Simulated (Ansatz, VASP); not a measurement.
# BN in VASP and in Ansatz

```
B N
1.0
     2.50651    0.00000    0.00000
    -1.25326    2.17070    0.00000
     0.00000    0.00000    5.94094
B N
2 2
Direct
  0.33333 0.66667 0.25000
  0.66667 0.33333 0.75000
  0.33333 0.66667 0.75000
  0.66667 0.33333 0.25000
```

Alike in both runs: task single point; functional LDA; k mesh 12 × 12 × 4; occupations gaussian, width 0.05 eV; no spin polarisation.

|  | VASP | Ansatz |
| --- | --- | --- |
| version | VASP 6.6.1 | Ansatz 0.2.0 |
| potentials or method | VASP PAW LDA potentials, release 64 (B, N), cutoff 520 eV | scalar-relativistic, plane waves, PAW |
| valence electrons in the cell | 16 | 16 |

|  | VASP | Ansatz | Ansatz less VASP |
| --- | --- | --- | --- |
| gap on the k mesh at the Fermi level (eV) | 3.89 | 3.90 | +0.011 |
| least direct gap on the mesh (eV) | 4.15 | 4.16 | +0.011 |
| pressure (GPa) | -3.5 | -4.2 | -0.65 |
| traceless stress, the component that is largest in VASP (GPa) | 7.41 | 8.26 | +0.846 |

Ansatz warns that its potentials were made for another functional, while VASP's fit it. LDA's correlation is that of Perdew and Zunger in VASP and of Perdew and Wang (1992) in Ansatz.
